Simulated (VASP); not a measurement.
# Ti (P6/mmm) in VASP: further runs, part 2 of 2

VASP 6.6.1. Earlier steps stand in the parts before.

### 4 Relaxation of cell and atoms, PBEsol, target pressure 5 GPa, at which the enthalpy is minimised

File INCAR:

```
ALGO = Normal ; EDIFF = 1E-6
EDIFFG = -0.01 ; ENCUT = 600
GGA = PS ; IBRION = 2
ISIF = 3 ; ISMEAR = -1
LASPH = True ; LCHARG = False
LREAL = False ; LWAVE = False
NELM = 100 ; NSW = 60
PREC = Accurate ; PSTRESS = 50.0
SIGMA = 0.05
```

File KPOINTS:

```
k-points
0
Gamma
  7 7 9
```

File POSCAR:

```
Ti
1.0
    4.5673748306      0.0000000000      0.0000000000
   -2.2836874153      3.9554626319      0.0000000000
    0.0000000000      0.0000000000      2.8262442700
Ti
3
Direct
    0.6666666667      0.3333333333      0.5000000000
    0.3333333333      0.6666666667      0.5000000000
    0.0000000000      0.0000000000      0.0000000000
```

Potentials or basis: VASP PAW PBE potentials, release 64 (Ti_sv).

Run with:

```sh
$ cat potpaw_PBE.64/Ti_sv/POTCAR > POTCAR
$ mpirun -np 1 vasp_std > vasp.out
```

OUTCAR:

```text
EDIFF = 1E-6
   EDIFFG = -0.01
   ENCUT = 600
   GGA = PS
   IBRION = 2
   ISIF = 3
   ISMEAR = -1
   LASPH = True
   LREAL = False
   NELM = 100
   NSW = 60
   PREC = Accurate
   PSTRESS = 50.0

 ion  position               nearest neighbor table
   1  0.667  0.333  0.500-   2 2.64   2 2.64   2 2.64
   2  0.333  0.667  0.500-   1 2.64   1 2.64   1 2.64
   3  0.000  0.000  0.000-

  LATTYP: Found a hexagonal cell.
 ALAT       =     4.5673748306
 C/A-ratio  =     0.6187896494

  Lattice vectors:

 A1 = (   4.5673748306,   0.0000000000,   0.0000000000)
 A2 = (  -2.2836874153,   3.9554626319,   0.0000000000)
 A3 = (   0.0000000000,   0.0000000000,   2.8262442700)

Analysis of symmetry for initial positions (statically):
=====================================================================
 Subroutine PRICEL returns:
 Original cell was already a primitive cell.

 Routine SETGRP: Setting up the symmetry group for a
 hexagonal supercell.

 Subroutine GETGRP returns: Found 24 space group operations
 (whereof 24 operations were pure point group operations)
 out of a pool of 24 trial point group operations.

The static configuration has the point symmetry D_6h.

[... 165 lines left out ...]

  FORCE on cell =-STRESS in cart. coord.  units (eV):
  Direction    XX          YY          ZZ          XY          YZ          ZX
  --------------------------------------------------------------------------------------
  -------------------------------------------------------------------------------------
  Total       -1.2494971     -1.2494971     -1.2199448      0.0000000      0.0000000      0.0000000
  in kB      -39.2077759    -39.2077759    -38.2804590      0.0000000      0.0000000      0.0000000
  external PRESSURE =     -88.8986703 kB  Pullay stress =      50.0000000 kB
[... 221 lines left out ...]
--------------------------------------- Ionic step        7  -------------------------------------------

 number of electron      36.0000006 magnetization

 Free energy of the ion-electron system (eV)
  ---------------------------------------------------
  ext. energy  EPLUGINS =         0.00000000
  ---------------------------------------------------
  free energy    TOTEN  =       -25.04419141 eV

  energy without entropy =      -25.02171691  energy(sigma->0) =      -25.03295416

 E-fermi :   9.1192     XC(G=0): -12.0911

 val. band max:        9.1155027827   @ k =   0.0000   0.0000   0.0000
 cond. band min:       9.1368482490   @ k =   0.4286   0.1429   0.2222
 fundamental gap:      0.0213454663
 Fermi energy:         9.1191659317

 k-point     1 :       0.0000    0.0000    0.0000
  band No.  band energies     occupation
      1     -47.3863      2.00000
      2     -47.1292      2.00000
      3     -46.9163      2.00000
      4     -23.8314      2.00000
      5     -23.8314      2.00000
      6     -23.7834      2.00000
[... 589 lines left out ...]
     21       9.9548      0.00000
     22      10.1985      0.00000

 [... further k-points ...]

------------------------ aborting loop because EDIFF is reached ----------------------------------------

  FORCE on cell =-STRESS in cart. coord.  units (eV):
  Direction    XX          YY          ZZ          XY          YZ          ZX
  --------------------------------------------------------------------------------------
  -------------------------------------------------------------------------------------
  Total        1.4697416      1.4697416      1.4618368      0.0000000      0.0000000      0.0000000
  in kB       49.6403326     49.6403326     49.3733491      0.0000000      0.0000000      0.0000000
  external PRESSURE =      -0.4486619 kB  Pullay stress =      50.0000000 kB
[... 22 lines left out ...]
  energy  without entropy=      -25.0217169119  energy(sigma->0) =      -25.03295416

  enthalpy is  TOTEN    =       -23.5638008237 eV   P V=        1.4803905820

 reached required accuracy - stopping structural energy minimisation
```

OSZICAR:

```text
N       E                     dE             d eps       ncg     rms          rms(c)
DAV:   1     0.444292824421E+03    0.44429E+03   -0.20822E+04  1760   0.223E+03
DAV:   2     0.235644478577E+02   -0.42073E+03   -0.41654E+03  1778   0.596E+02
DAV:   3    -0.241620807531E+02   -0.47727E+02   -0.46976E+02  3390   0.168E+02
[... 72 lines left out ...]
DAV:   4    -0.250441510716E+02    0.18879E-03   -0.17156E-03  2480   0.464E-01    0.276E-02
DAV:   5    -0.250441700564E+02   -0.18985E-04   -0.11072E-04  2442   0.941E-02    0.115E-02
DAV:   6    -0.250441811209E+02   -0.11065E-04   -0.19021E-05  2816   0.314E-02    0.116E-02
DAV:   7    -0.250441907002E+02   -0.95793E-05   -0.17739E-05  2494   0.269E-02    0.301E-03
DAV:   8    -0.250441914057E+02   -0.70550E-06   -0.29118E-06  1610   0.114E-02
   7 F= -.23563801E+02 E0= -.23552564E+02  d E =-.623480E-05
```

It took 4.1 min on 1 thread of Intel Xeon Platinum 8259CL at 2.50GHz (Skylake/Cascade Lake), shared host; peak memory 0.21 GiB.

What came out:

```
Free energy                                                : -25.0442 eV
Relaxed volume                                             : 15.81 Å³/atom
Relaxed cell                                               : a = 4.452 Å, b = 4.452 Å, c = 2.763 Å, α = 90.00°, β = 90.00°, γ = 120.00°
Space group after relaxing (to 0.1 Å)                      : P6/mmm (No. 191)
Energy change on relaxing (the run minimises the enthalpy) : +1.8 meV/atom
Ionic steps                                                : 7
Pressure after relaxing                                    : 5.0 GPa
Band gap on the k mesh                                     : zero (bands 18 and 19 overlap by 0.34 eV)
```

The path:
```csv
step,energy change (eV),largest force (eV/Å),pressure (GPa),volume (Å³)
1,0.0000,0.0000,-3.89,51.06
2,0.1904,0.0000,15.04,44.39
3,0.0055,0.0000,4.91,47.44
4,0.0078,0.0000,5.11,47.36
5,0.0078,0.0000,5.11,47.36
6,0.0078,0.0000,5.12,47.36
7,0.0053,0.0000,4.96,47.44
```

Final structure:
```
Ti
1.0
     4.45212    0.00000    0.00000
    -2.22606    3.85564    0.00000
     0.00000    0.00000    2.76346
Ti
3
Direct
  0.66667 0.33333 0.50000
  0.33333 0.66667 0.50000
  0.00000 0.00000 0.00000
```

Caveat: the cell is relaxed towards a set pressure, so the run minimises the enthalpy, not the energy; the PAW data sets were made with another functional, which shifts forces and pressure a little.

### 5 Relaxation of cell and atoms, PBEsol, target pressure 10 GPa, at which the enthalpy is minimised

File INCAR:

```
SYSTEM = Ti
PREC = Accurate ; ENCUT = 600
EDIFF = 1E-6 ; ISMEAR = -1
SIGMA = 0.05 ; LREAL = .False.
LASPH = .True. ; NELM = 100
ALGO = Normal ; ISIF = 3
LWAVE = .False. ; LCHARG = .False.
GGA = PS ; IBRION = 2
NSW = 60 ; EDIFFG = -0.01
PSTRESS = 100.0
```

File KPOINTS:

```
Automatic mesh
0
Gamma
  7 7 9
  0 0 0
```

POSCAR is that of step 4.

Potentials or basis: VASP PAW PBE potentials, release 64 (Ti_sv).

Run with:

```sh
$ cat potpaw_PBE.64/Ti_sv/POTCAR > POTCAR
$ mpirun -np 1 vasp_std > vasp.out
```

OUTCAR:

```text
SYSTEM = Ti
   PREC = Accurate
   ENCUT = 600
   EDIFF = 1E-6
   ISMEAR = -1
   LREAL = .False.
   LASPH = .True.
   NELM = 100
   ISIF = 3
   GGA = PS
   IBRION = 2
   NSW = 60
   EDIFFG = -0.01
   PSTRESS = 100.0

 ion  position               nearest neighbor table
   1  0.667  0.333  0.500-   2 2.64   2 2.64   2 2.64
   2  0.333  0.667  0.500-   1 2.64   1 2.64   1 2.64
   3  0.000  0.000  0.000-

  LATTYP: Found a hexagonal cell.
 ALAT       =     4.5673748306
 C/A-ratio  =     0.6187896494

  Lattice vectors:

 A1 = (   4.5673748306,   0.0000000000,   0.0000000000)
 A2 = (  -2.2836874153,   3.9554626319,   0.0000000000)
 A3 = (   0.0000000000,   0.0000000000,   2.8262442700)

Analysis of symmetry for initial positions (statically):
=====================================================================
 Subroutine PRICEL returns:
 Original cell was already a primitive cell.

 Routine SETGRP: Setting up the symmetry group for a
 hexagonal supercell.

 Subroutine GETGRP returns: Found 24 space group operations
 (whereof 24 operations were pure point group operations)
 out of a pool of 24 trial point group operations.

The static configuration has the point symmetry D_6h.

Analysis of symmetry for dynamics (positions and initial velocities):
=====================================================================
 Subroutine PRICEL returns:
 Original cell was already a primitive cell.

 Routine SETGRP: Setting up the symmetry group for a
 hexagonal supercell.

 Subroutine GETGRP returns: Found 24 space group operations
 (whereof 24 operations were pure point group operations)
 out of a pool of 24 trial point group operations.

The dynamic configuration has the point symmetry D_6h.

 Subroutine INISYM returns: Found 24 space group operations
 (whereof 24 operations are pure point group operations),
 and found     1 'primitive' translations

----------------------------------------------------------------------------------------

                                     Primitive cell

  volume of cell :      51.0592

  direct lattice vectors                    reciprocal lattice vectors
     4.567374831  0.000000000  0.000000000     0.218944150  0.126407464  0.000000000
    -2.283687415  3.955462632  0.000000000     0.000000000  0.252814928  0.000000000
     0.000000000  0.000000000  2.826244270     0.000000000  0.000000000  0.353826458

  length of vectors
     4.567374831  4.567374831  2.826244270     0.252814928  0.252814928  0.353826458

  position of ions in fractional coordinates (direct lattice)
     0.666666667  0.333333333  0.500000000
     0.333333333  0.666666667  0.500000000
     0.000000000  0.000000000  0.000000000

  ion indices of the primitive-cell ions
   primitive index   ion index
                 1           1
                 2           2
                 3           3

----------------------------------------------------------------------------------------

 KPOINTS: Automatic mesh

Automatic generation of k-mesh.
 Grid dimensions read from file:
 generate k-points for:    7    7    9

 Generating k-lattice:

  Cartesian coordinates                     Fractional coordinates (reciprocal lattice)
     0.031277736  0.018058209  0.000000000     0.142857143 -0.000000000  0.000000000
     0.000000000  0.036116418  0.000000000     0.000000000  0.142857143  0.000000000
     0.000000000  0.000000000  0.039314051     0.000000000  0.000000000  0.111111111

  Length of vectors
     0.036116418  0.036116418  0.039314051

  Shift w.r.t. Gamma in fractional coordinates (k-lattice)
     0.000000000  0.000000000  0.000000000

 Subroutine IBZKPT returns following result:
 ===========================================

 Found     40 irreducible k-points:

 Following reciprocal coordinates:
            Coordinates               Weight
  0.000000  0.000000  0.000000      1.000000
  0.142857  0.000000  0.000000      6.000000
  0.285714  0.000000  0.000000      6.000000
  0.428571  0.000000  0.000000      6.000000
  0.142857  0.142857  0.000000      6.000000
  0.285714  0.142857  0.000000     12.000000
[... 16 lines left out ...]
  0.428571  0.142857  0.222222     12.000000
  0.285714  0.285714  0.222222     12.000000
 [... further k-points ...]
   k-points           NKPTS =     40   k-points in BZ     NKDIM =     40   number of bands    NBANDS=     22
   number of dos      NEDOS =    301   number of ions     NIONS =      3
   total plane-waves  NPLWV =  31104
   dimension x,y,z NGX =    36 NGY =   36 NGZ =   24
   dimension x,y,z NGXF=    72 NGYF=   72 NGZF=   48
   ions per type =               3
   NGX,Y,Z   is equivalent  to a cutoff of  13.10, 13.10, 14.12 a.u.
   NGXF,Y,Z  is equivalent  to a cutoff of  26.21, 26.21, 28.23 a.u.
 SYSTEM =  Ti
   PREC   = accura    normal or accurate (medium, high low for compatibility)
   ISTART =      0    job   : 0-new  1-cont  2-samecut
   ICHARG =      2    charge: 1-file 2-atom 10-const
   ISPIN  =      1    spin polarized calculation?
   LNONCOLLINEAR =      F non collinear calculations
   LSORBIT =      F    spin-orbit coupling
   LASPH  =      T    aspherical Exc in radial PAW
   ENCUT  =  600.0 eV  44.10 Ry    6.64 a.u.   9.12  9.12  5.64*2*pi/ulx,y,z
   NELM   =    100;   NELMIN=  2; NELMDL= -5     # of ELM steps
   EDIFF  = 0.1E-05   stopping-criterion for ELM
   LREAL  =      F    real-space projection
   EDIFFG = -.1E-01   stopping-criterion for IOM
   NSW    =     60    number of steps for IOM
   IBRION =      2    ionic relax: 0-MD 1-quasi-New 2-CG
   NFREE  =      1    steps in history (QN), initial steepest desc. (CG)
   ISIF   =      3    stress and relaxation
   ISYM   =      2    0-nonsym 1-usesym 2-fastsym
   POTIM  = 0.5000    time-step for ionic-motion
   TEBEG  =    0.0;   TEEND  =   0.0 temperature during run
   PSTRESS=  100.0 pullay stress
   NELECT =      36.0000    total number of electrons
   NUPDOWN=      -1.0000    fix difference up-down
   EMIN   =  10.00;   EMAX   =-10.00  energy-range for DOS
   EFERMI =   0.00;   METHOD = LEGACY
   ISMEAR =    -1;   SIGMA  =   0.05  broadening in eV -4-tet -1-fermi 0-gaus
   EFERMI_NEDOS =   21; number of points for ismear=-14 and -15
   IALGO  =     38    algorithm
   IMIX   =      4    mixing-type and parameters
     AMIX     =   0.40;   BMIX     =  1.00
     AMIX_MAG =   1.60;   BMIX_MAG =  1.00
  volume/ion in A,a.u.               =      17.02       114.85
  Fermi-wavevector in a.u.,A,eV,Ry     =   1.457084  2.753489 28.886426  2.123092
  Thomas-Fermi vector in A             =   2.573926
   LORBIT       =      0    0 simple, 1 ext, 2 COOP (PROOUT), +10 PAW based schemes
   GGA     = PS    functional components
   LHFCALC =     F    Hartree Fock is set to
   AEXX    =    0.0000 exact exchange contribution
   IVDW    =     0    specifies the selected vdW correction
   LEPSILON=     F    determine dielectric tensor
   LRPA    =     F    only Hartree local field effects (RPA)
 conjugate gradient relaxation of ions
 non-spin polarized calculation
  energy-cutoff  :      600.00
  volume of cell :       51.06
 maximum number of plane-waves:      1728
   NGX = 19   NGY = 19   NGZ = 11

--------------------------------------- Ionic step        1  -------------------------------------------

 number of electron      35.9999989 magnetization

 Free energy of the ion-electron system (eV)
  ---------------------------------------------------
  ext. energy  EPLUGINS =         0.00000000
  ---------------------------------------------------
  free energy    TOTEN  =       -25.04953546 eV

  energy without entropy =      -25.02719998  energy(sigma->0) =      -25.03836772

------------------------ aborting loop because EDIFF is reached ----------------------------------------

  FORCE on cell =-STRESS in cart. coord.  units (eV):
  Direction    XX          YY          ZZ          XY          YZ          ZX
  --------------------------------------------------------------------------------------
  -------------------------------------------------------------------------------------
  Total       -1.2494971     -1.2494971     -1.2199448      0.0000000      0.0000000      0.0000000
  in kB      -39.2077759    -39.2077759    -38.2804590      0.0000000      0.0000000      0.0000000
  external PRESSURE =    -138.8986703 kB  Pullay stress =     100.0000000 kB
[... 26 lines left out ...]
--------------------------------------- Ionic step        2  -------------------------------------------

 number of electron      36.0000004 magnetization

 E-fermi :  10.8963     XC(G=0): -12.8429

 val. band max:       10.8957025321   @ k =   0.2857   0.1429   0.1111
 cond. band min:      10.9245000424   @ k =   0.4286   0.1429   0.3333
 fundamental gap:      0.0287975102
 Fermi energy:        10.8963489770

 k-point     1 :       0.0000    0.0000    0.0000
  band No.  band energies     occupation
      1     -45.3989      2.00000
      2     -45.0838      2.00000
      3     -44.7983      2.00000
      4     -21.9752      2.00000
      5     -21.9752      2.00000
      6     -21.8786      2.00000
[... 824 lines left out ...]
--------------------------------------- Ionic step        8  -------------------------------------------

 number of electron      35.9999995 magnetization

 Free energy of the ion-electron system (eV)
  ---------------------------------------------------
  ext. energy  EPLUGINS =         0.00000000
  ---------------------------------------------------
  free energy    TOTEN  =       -24.96749294 eV

  energy without entropy =      -24.94466996  energy(sigma->0) =      -24.95608145

 E-fermi :   9.5309     XC(G=0): -12.2683

 val. band max:        9.5218192402   @ k =   0.4286   0.1429   0.3333
 cond. band min:       9.5339406003   @ k =   0.4286   0.1429   0.2222
 fundamental gap:      0.0121213601
 Fermi energy:         9.5308888456

 k-point     1 :       0.0000    0.0000    0.0000
  band No.  band energies     occupation
      1     -46.9172      2.00000
      2     -46.6568      2.00000
      3     -46.4223      2.00000
      4     -23.3744      2.00000
      5     -23.3744      2.00000
      6     -23.3587      2.00000
[... 625 lines left out ...]
  energy  without entropy=      -24.9446699621  energy(sigma->0) =      -24.95608145

  enthalpy is  TOTEN    =       -22.1102177227 eV   P V=        2.8572752189

 reached required accuracy - stopping structural energy minimisation
```

CONTCAR:

```text
Ti
   1.00000000000000
     4.3972801307399054    0.0000000000000000    0.0000000000000000
    -2.1986400653699527    3.8081563007715813   -0.0000000000000000
     0.0000000000000000    0.0000000000000000    2.7337812368302581
  Ti
     3
Direct
     0.6666666667000030    0.3333333332999970    0.5000000000000000
     0.3333333332999970    0.6666666667000030    0.5000000000000000
     1.0000000000000000    1.0000000000000000    0.0000000000000000

  0.00000000E+00  0.00000000E+00  0.00000000E+00
  0.00000000E+00  0.00000000E+00  0.00000000E+00
  0.00000000E+00  0.00000000E+00  0.00000000E+00
```

Wall time 5 min (1 thread of Intel Xeon Platinum 8259CL at 2.50GHz (Skylake/Cascade Lake), shared host); peak memory 0.21 GiB.

What came out:

```yaml
Free_energy: -24.9675 eV
Relaxed_volume: 15.26 Å³/atom
Relaxed_cell: a = 4.397 Å, b = 4.397 Å, c = 2.734 Å, α = 90.00°, β = 90.00°, γ = 120.00°
Space_group_after_relaxing_to_0.1_Å: P6/mmm (No. 191)
Energy_change_on_relaxing_the_run_minimises_the_enthalpy: +27.3 meV/atom
Ionic_steps: 8
Pressure_after_relaxing: 10.0 GPa
Band_gap_on_the_k_mesh: zero (bands 18 and 19 overlap by 0.37 eV)
```

Stress tensor (GPa, compression positive):
```
10.06  0.00  0.00
 0.00 10.06  0.00
 0.00  0.00  9.98
```

Step by step:
| step | energy change (eV) | largest force (eV/Å) | pressure (GPa) | volume (Å³) |
| --- | --- | --- | --- | --- |
| 1 | 0.0000 | 0.0000 | -3.89 | 51.06 |
| 2 | 0.6779 | 0.0000 | 30.67 | 40.91 |
| 3 | 0.0746 | 0.0000 | 9.68 | 45.90 |
| 4 | 0.0807 | 0.0000 | 9.97 | 45.81 |
| 5 | 0.0871 | 0.0000 | 10.31 | 45.70 |
| 6 | 0.0758 | 0.0000 | 9.70 | 45.88 |
| 7 | 0.0781 | 0.0000 | 9.84 | 45.84 |
| 8 | 0.0820 | 0.0000 | 10.03 | 45.78 |

Final structure:
```
CELL_PARAMETERS angstrom
4.39728 0.00000 0.00000
-2.19864 3.80816 0.00000
0.00000 0.00000 2.73378
ATOMIC_POSITIONS crystal
Ti 0.66667 0.33333 0.50000
Ti 0.33333 0.66667 0.50000
Ti 0.00000 0.00000 0.00000
```

Caveat: the cell is relaxed towards a set pressure, so the run minimises the enthalpy, not the energy; the PAW data sets were made with another functional, which shifts forces and pressure a little.

### 6 Overview

```tsv
cell	gap on the mesh (eV)	pressure (GPa)
relaxed	none	-0.1
relaxed to 2 GPa	none	1.9
relaxed to 5 GPa	none	5.0
relaxed to 10 GPa	none	10.0
```

Alike in all rows: task relaxation of cell and atoms; level PBEsol; potentials or basis VASP PAW PBE potentials, release 64 (Ti_sv); no spin polarisation; k mesh 7 × 7 × 9; cutoff (eV) 600; smearing fermi-dirac 0.05 eV.

Caveats: the PAW data sets were made with another functional, which shifts forces and pressure a little; the cell is relaxed towards a set pressure, so the run minimises the enthalpy, not the energy (at least some runs).

Absolute energies hang on the potentials; compare differences alone.
